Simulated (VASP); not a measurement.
# Al2Cu (I4/mcm) in VASP: notebook

The runs below take Al2Cu through single point, with PBE.

Program: VASP 6.6.1. These are calculated values, not measurements. Logs are shortened: lines on timing, memory, paths and dates and some standing lists are left out, and cuts for length are marked.

**1. The cell of the first run**

The structure is tetragonal, space group I4/mcm (No. 140). Conventional cell: a = 5.931 Å, b = 5.931 Å, c = 4.834 Å, α = 90.00°, β = 90.00°, γ = 90.00°. Al (site symmetry m2m) has 4 Cu at 2.54 Å and 11 Al at 2.66 to 3.16 Å within 3.4 Å. Cu (site symmetry 422) has 2 Cu at 2.42 Å and 8 Al at 2.54 Å within 3.2 Å.

**2. Single point, PBE**

Input file INCAR:

```
SYSTEM = Al2Cu
PREC = Accurate ; ENCUT = 520
EDIFF = 1E-6 ; ISMEAR = 0
SIGMA = 0.15 ; LREAL = .FALSE.
LASPH = .TRUE. ; NELM = 80
ALGO = Fast ; ISIF = 2
LWAVE = .FALSE. ; LCHARG = .FALSE.
GGA = PE ; NBANDS = 26
```

Input file KPOINTS:

```
regular mesh
0
G
  10 10 10
  0 0 0
```

Input file POSCAR:

```
Al2Cu
1.0
   -2.9656500000      2.9656500000      2.4168500000
    2.9656500000     -2.9656500000      2.4168500000
    2.9656500000      2.9656500000     -2.4168500000
Al Cu
4 2
Direct
    0.1587211657      0.6587211657      0.8174423314
    0.6587211657      0.8412788343      0.5000000000
    0.8412788343      0.3412788343      0.1825576686
    0.3412788343      0.1587211657      0.5000000000
    0.7500000000      0.7500000000      0.0000000000
    0.2500000000      0.2500000000      0.0000000000
```

Potentials or basis: VASP PAW PBE potentials, release 64 (Al, Cu).

Command:

```sh
cat potpaw_PBE.64/Al/POTCAR potpaw_PBE.64/Cu/POTCAR > POTCAR
mpirun -np 1 vasp_std > vasp.out
```

OUTCAR:

```text
SYSTEM = Al2Cu
   PREC = Accurate
   ENCUT = 520
   EDIFF = 1E-6
   ISMEAR = 0
   LREAL = .FALSE.
   LASPH = .TRUE.
   NELM = 80
   ISIF = 2
   GGA = PE

 ion  position               nearest neighbor table
   1  0.159  0.659  0.817-   5 2.54   6 2.54   5 2.54   6 2.54   3 2.66   3 2.86   3 2.86   4 3.06
                             2 3.06   2 3.06   4 3.06   4 3.16   2 3.16   2 3.16   4 3.16
   2  0.659  0.841  0.500-   6 2.54   5 2.54   5 2.54   6 2.54   4 2.66   4 2.86   4 2.86   3 3.06
                             1 3.06   1 3.06   3 3.06   1 3.16   3 3.16   1 3.16   3 3.16
   3  0.841  0.341  0.183-   5 2.54   6 2.54   5 2.54   6 2.54   1 2.66   1 2.86   1 2.86   2 3.06
                             4 3.06   4 3.06   2 3.06   2 3.16   4 3.16   4 3.16   2 3.16
   4  0.341  0.159  0.500-   5 2.54   6 2.54   6 2.54   5 2.54   2 2.66   2 2.86   2 2.86   3 3.06
                             1 3.06   1 3.06   3 3.06   1 3.16   3 3.16   3 3.16   1 3.16
   5  0.750  0.750  0.000-   6 2.42   6 2.42   1 2.54   2 2.54   3 2.54   4 2.54   2 2.54   4 2.54
                             1 2.54   3 2.54
   6  0.250  0.250  0.000-   5 2.42   5 2.42   1 2.54   3 2.54   4 2.54   3 2.54   4 2.54   1 2.54
                             2 2.54   2 2.54

  LATTYP: Found a body centered tetragonal cell.
 ALAT       =     5.9313000000
 C/A-ratio  =     0.8149478192

  Lattice vectors:

 A1 = (  -2.9656500000,   2.9656500000,   2.4168500000)
 A2 = (   2.9656500000,  -2.9656500000,   2.4168500000)
 A3 = (   2.9656500000,   2.9656500000,  -2.4168500000)

Analysis of symmetry for initial positions (statically):
=====================================================================
 Subroutine PRICEL returns:
 Original cell was already a primitive cell.

 Routine SETGRP: Setting up the symmetry group for a
 body centered tetragonal supercell.

 Subroutine GETGRP returns: Found 16 space group operations
 (whereof  8 operations were pure point group operations)
 out of a pool of 16 trial point group operations.

The static configuration has the point symmetry C_4h.
 The point group associated with its full space group is D_4h.

Analysis of symmetry for dynamics (positions and initial velocities):
=====================================================================
 Subroutine PRICEL returns:
 Original cell was already a primitive cell.

 Routine SETGRP: Setting up the symmetry group for a
 body centered tetragonal supercell.

 Subroutine GETGRP returns: Found 16 space group operations
 (whereof  8 operations were pure point group operations)
 out of a pool of 16 trial point group operations.

The dynamic configuration has the point symmetry C_4h.
 The point group associated with its full space group is D_4h.

 Subroutine INISYM returns: Found 16 space group operations
 (whereof  8 operations are pure point group operations),
 and found     1 'primitive' translations

----------------------------------------------------------------------------------------

                                     Primitive cell

  volume of cell :      85.0256

  direct lattice vectors                    reciprocal lattice vectors
    -2.965650000  2.965650000  2.416850000     0.000000000  0.168597104  0.206880857
     2.965650000 -2.965650000  2.416850000     0.168597104  0.000000000  0.206880857
     2.965650000  2.965650000 -2.416850000     0.168597104  0.168597104  0.000000000

  length of vectors
     4.840591262  4.840591262  4.840591262     0.266879509  0.266879509  0.238432310

  position of ions in fractional coordinates (direct lattice)
     0.158721166  0.658721166  0.817442331
     0.658721166  0.841278834  0.500000000
     0.841278834  0.341278834  0.182557669
     0.341278834  0.158721166  0.500000000
     0.750000000  0.750000000  0.000000000
     0.250000000  0.250000000  0.000000000

  ion indices of the primitive-cell ions
   primitive index   ion index
                 1           1
                 2           2
                 3           3
                 4           4
                 5           5
                 6           6

----------------------------------------------------------------------------------------

 KPOINTS: regular mesh

Automatic generation of k-mesh.
 Grid dimensions read from file:
 generate k-points for:   10   10   10

 Generating k-lattice:

  Cartesian coordinates                     Fractional coordinates (reciprocal lattice)
     0.000000000  0.016859710  0.020688086     0.100000000 -0.000000000  0.000000000
     0.016859710  0.000000000  0.020688086    -0.000000000  0.100000000  0.000000000
     0.016859710  0.016859710  0.000000000     0.000000000  0.000000000  0.100000000

  Length of vectors
     0.026687951  0.026687951  0.023843231

  Shift w.r.t. Gamma in fractional coordinates (k-lattice)
     0.000000000  0.000000000  0.000000000

 Subroutine IBZKPT returns following result:
 ===========================================

 Found    102 irreducible k-points:

 Following reciprocal coordinates:
            Coordinates               Weight
  0.000000  0.000000  0.000000      1.000000
  0.100000 -0.000000  0.000000      8.000000
  0.200000 -0.000000  0.000000      8.000000
  0.300000 -0.000000  0.000000      8.000000
  0.400000 -0.000000  0.000000      8.000000
  0.500000 -0.000000  0.000000      4.000000
[... 16 lines left out ...]
  0.300000  0.300000  0.000000      8.000000
  0.400000  0.300000  0.000000     16.000000
 [... further k-points ...]
   k-points           NKPTS =    102   k-points in BZ     NKDIM =    102   number of bands    NBANDS=     26
   number of dos      NEDOS =    301   number of ions     NIONS =      6
   total plane-waves  NPLWV =  46656
   dimension x,y,z NGX =    36 NGY =   36 NGZ =   36
   dimension x,y,z NGXF=    72 NGYF=   72 NGZF=   72
   ions per type =               4   2
   NGX,Y,Z   is equivalent  to a cutoff of  12.36, 12.36, 12.36 a.u.
   NGXF,Y,Z  is equivalent  to a cutoff of  24.73, 24.73, 24.73 a.u.
 SYSTEM =  Al2Cu
   PREC   = accura    normal or accurate (medium, high low for compatibility)
   ISTART =      0    job   : 0-new  1-cont  2-samecut
   ICHARG =      2    charge: 1-file 2-atom 10-const
   ISPIN  =      1    spin polarized calculation?
   LNONCOLLINEAR =      F non collinear calculations
   LSORBIT =      F    spin-orbit coupling
   LASPH  =      T    aspherical Exc in radial PAW
   ENCUT  =  520.0 eV  38.22 Ry    6.18 a.u.   9.00  9.00  9.00*2*pi/ulx,y,z
   NELM   =     80;   NELMIN=  2; NELMDL= -5     # of ELM steps
   EDIFF  = 0.1E-05   stopping-criterion for ELM
   LREAL  =      F    real-space projection
   EDIFFG = 0.1E-04   stopping-criterion for IOM
   NSW    =      0    number of steps for IOM
   IBRION =     -1    ionic relax: 0-MD 1-quasi-New 2-CG
   NFREE  =      0    steps in history (QN), initial steepest desc. (CG)
   ISIF   =      2    stress and relaxation
   ISYM   =      2    0-nonsym 1-usesym 2-fastsym
   POTIM  = 0.5000    time-step for ionic-motion
   TEBEG  =    0.0;   TEEND  =   0.0 temperature during run
   PSTRESS=    0.0 pullay stress
   NELECT =      34.0000    total number of electrons
   NUPDOWN=      -1.0000    fix difference up-down
   EMIN   =  10.00;   EMAX   =-10.00  energy-range for DOS
   EFERMI =   0.00;   METHOD = LEGACY
   ISMEAR =     0;   SIGMA  =   0.15  broadening in eV -4-tet -1-fermi 0-gaus
   EFERMI_NEDOS =   21; number of points for ismear=-14 and -15
   IALGO  =     68    algorithm
   IMIX   =      4    mixing-type and parameters
     AMIX     =   0.40;   BMIX     =  1.00
     AMIX_MAG =   1.60;   BMIX_MAG =  1.00
  volume/ion in A,a.u.               =      14.17        95.63
  Fermi-wavevector in a.u.,A,eV,Ry     =   1.206104  2.279205 19.792206  1.454686
  Thomas-Fermi vector in A             =   2.341781
   LORBIT       =      0    0 simple, 1 ext, 2 COOP (PROOUT), +10 PAW based schemes
   GGA     = PE    functional components
   LHFCALC =     F    Hartree Fock is set to
   AEXX    =    0.0000 exact exchange contribution
   IVDW    =     0    specifies the selected vdW correction
   LEPSILON=     F    determine dielectric tensor
   LRPA    =     F    only Hartree local field effects (RPA)
 non-spin polarized calculation
 RMM-DIIS sequential band-by-band and
 Gauss-broadening in eV      SIGMA  =   0.15
  energy-cutoff  :      520.00
  volume of cell :       85.03
 maximum number of plane-waves:      2314
   NGX = 17   NGY = 17   NGZ = 17

 number of electron      34.0000039 magnetization

 Free energy of the ion-electron system (eV)
  ---------------------------------------------------
  ext. energy  EPLUGINS =         0.00000000
  ---------------------------------------------------
  free energy    TOTEN  =       -23.31168688 eV

  energy without entropy =      -23.29224296  energy(sigma->0) =      -23.30196492

 E-fermi :   8.5196     XC(G=0): -11.0700

 val. band max:        8.5096933941   @ k =   0.3000   0.1000   0.1000
 cond. band min:       8.5216673408   @ k =  -0.2000  -0.2000   0.2000
 fundamental gap:      0.0119739468
 Fermi energy:         8.5195741047

 k-point     1 :       0.0000    0.0000    0.0000
  band No.  band energies     occupation
      1      -2.5686      2.00000
      2       3.0151      2.00000
      3       3.1821      2.00000
      4       3.1821      2.00000
      5       3.2447      2.00000
      6       4.1545      2.00000
[... 18 lines left out ...]
     25      14.1098      0.00000
     26      14.7098      0.00000

 k-point     2 :       0.1000   -0.0000    0.0000
  band No.  band energies     occupation
      1      -2.4612      2.00000
      2       3.0067      2.00000
      3       3.1574      2.00000
      4       3.1779      2.00000
      5       3.2685      2.00000
      6       4.1372      2.00000
[... 18 lines left out ...]
     25      14.2289      0.00000
     26      14.9867      0.00000

 k-point     3 :       0.2000   -0.0000    0.0000
  band No.  band energies     occupation
      1      -2.1400      2.00000
      2       2.9598      2.00000
      3       2.9889      2.00000
      4       3.1637      2.00000
      5       3.3317      2.00000
      6       4.0470      2.00000
[... 572 lines left out ...]
 k-point    23 :       0.3000    0.3000    0.0000
  band No.  band energies     occupation
      1       0.4231      2.00000
      2       0.7768      2.00000
      3       0.8268      2.00000
      4       2.9659      2.00000
      5       3.7796      2.00000
      6       3.8049      2.00000
[... 18 lines left out ...]
     25      14.8544      0.00000
     26      15.6916      0.00000

 k-point    24 :       0.4000    0.3000    0.0000
  band No.  band energies     occupation
      1      -0.1305      2.00000
      2       0.6686      2.00000
      3       1.4287      2.00000
      4       3.0616      2.00000
      5       3.6111      2.00000
      6       3.7572      2.00000
[... 18 lines left out ...]
     25      15.8203      0.00000
     26      15.9043      0.00000

 [... further k-points ...]
[... 5 lines left out ...]
  --------------------------------------------------------------------------------------
  -------------------------------------------------------------------------------------
  Total        3.5172360      3.5172360      2.7218907      0.0000000     -0.0000000      0.0000000
  in kB       66.2769643     66.2769643     51.2898923      0.0000000     -0.0000000      0.0000000
  external PRESSURE =      61.2812736 kB  Pullay stress =       0.0000000 kB

 VOLUME and BASIS-vectors are now :
 -----------------------------------------------------------------------------
  energy-cutoff  :      520.00
  volume of cell :       85.03
      direct lattice vectors                 reciprocal lattice vectors
    -2.965650000  2.965650000  2.416850000     0.000000000  0.168597104  0.206880857
     2.965650000 -2.965650000  2.416850000     0.168597104  0.000000000  0.206880857
     2.965650000  2.965650000 -2.416850000     0.168597104  0.168597104  0.000000000

 POSITION                                       TOTAL-FORCE (eV/Angst)
 -----------------------------------------------------------------------------------
      3.90707      0.94142      0.00000        -0.006773     -0.006773     -0.000000
      2.02423      0.94142      2.41685         0.006773     -0.006773     -0.000000
     -0.94142      2.02423      2.41685         0.006773      0.006773      0.000000
      0.94142      2.02423      0.00000        -0.006773      0.006773      0.000000
      0.00000      0.00000      3.62528         0.000000     -0.000000      0.000000
      0.00000      0.00000      1.20843         0.000000     -0.000000      0.000000
 -----------------------------------------------------------------------------------
    total drift:                                0.000000     -0.000000      0.000000

  FREE ENERGIE OF THE ION-ELECTRON SYSTEM (eV)
  ---------------------------------------------------
  free  energy   TOTEN  =       -23.3116868828 eV

  energy  without entropy=      -23.2922429574  energy(sigma->0) =      -23.30196492
```

It took 2.6 min on 1 thread of Intel Xeon Platinum 8559C (Emerald Rapids), shared host; peak memory 0.33 GiB.

Results:

```
Free energy            : -23.3117 eV
Pressure               : 6.1 GPa
Largest force          : 0.010 eV/Å
Band gap on the k mesh : zero (band 17 reaches 11.12 eV, above the bottom of band 18 at 6.76 eV)
```

Forces in eV/Å, atoms in the order of the input:
```
Al  -0.007 -0.007  0.000
Al   0.007 -0.007  0.000
Al   0.007  0.007  0.000
Al  -0.007  0.007  0.000
Cu   0.000  0.000  0.000
Cu   0.000  0.000  0.000
```

Levels at points of the mesh, in eV from the Fermi level:
```tsv
k point	band 14	band 15	band 16	band 17	band 18	band 19	band 20	band 21
(0.00, 0.00, 0.00)	-1.95	-1.50	-1.30	-1.30	-0.88	-0.19	0.02	1.52
(0.50, 0.00, 0.00)	-3.16	-2.66	-2.66	0.29	0.29	4.20	4.20	4.45
(0.50, 0.50, 0.00)	-2.97	-1.44	-1.33	-0.89	-0.73	0.93	1.44	4.73
(0.50, 0.50, 0.50)	-3.36	-3.36	-1.90	2.60	2.98	2.98	3.47	4.25
```

(Part 1 of 2 ends here.)
